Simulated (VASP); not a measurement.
Write the native input for VASP 6.6.1 that does the following.

* Task: single point
* Functional: PBE
* Potentials or basis: VASP PAW PBE potentials, release 64 (Zn, S)
* Cutoff: 520 eV
* k mesh: 10 × 10 × 10
* Occupations: gaussian, width 0.01 eV
* Spin: no spin polarisation
* Dipole correction: no
* Further INCAR settings: ALGO = Normal; EDIFF = 1e-07; NBANDS = 16

The structure of ZnS lies in POSCAR:

```
ZnS
1.0
    0.0000000000      2.7216977293      2.7216977293
    2.7216977293      0.0000000000      2.7216977293
    2.7216977293      2.7216977293      0.0000000000
Zn S
1 1
Direct
    0.0000000000      0.0000000000      0.0000000000
    0.7500000000      0.7500000000      0.7500000000
```

These files were run (other wordings do the same):

INCAR

```
SYSTEM = ZnS
ALGO     = Normal         ! electronic algorithm
EDIFF    = 1E-7           ! SCF threshold, eV
ENCUT    = 520            ! plane-wave cutoff, eV
GGA      = PE             ! functional
ISIF     = 2              ! what is computed and relaxed
ISMEAR   = 0              ! smearing method
LASPH    = .TRUE.         ! aspherical terms in the spheres
LCHARG   = .TRUE.         ! write CHGCAR
LELF     = .TRUE.         ! ELF
LREAL    = .FALSE.        ! projectors in reciprocal space
LVHAR    = .TRUE.       
LWAVE    = .FALSE.        ! write WAVECAR
NBANDS   = 16             ! bands
NELM     = 100            ! most SCF steps
PREC     = Accurate       ! precision mode
SIGMA    = 0.01           ! smearing width, eV
```

KPOINTS

```
k-points
0
G
  10 10 10
  0 0 0
```

Potentials or basis: VASP PAW PBE potentials, release 64 (Zn, S).

Run with:

```console
$ cat potpaw_PBE.64/Zn/POTCAR potpaw_PBE.64/S/POTCAR > POTCAR
$ mpirun -np 1 vasp_std > vasp.out
```

It gave:

The pressure is 0.2 GPa and the band gap on the k mesh is 2.02 eV, direct.

It took 30 s on 1 thread of Intel(R) Xeon(R) Platinum 8375C CPU @ 2.90GHz (Ice Lake), with other jobs on the host, peak memory 0.18 GiB.
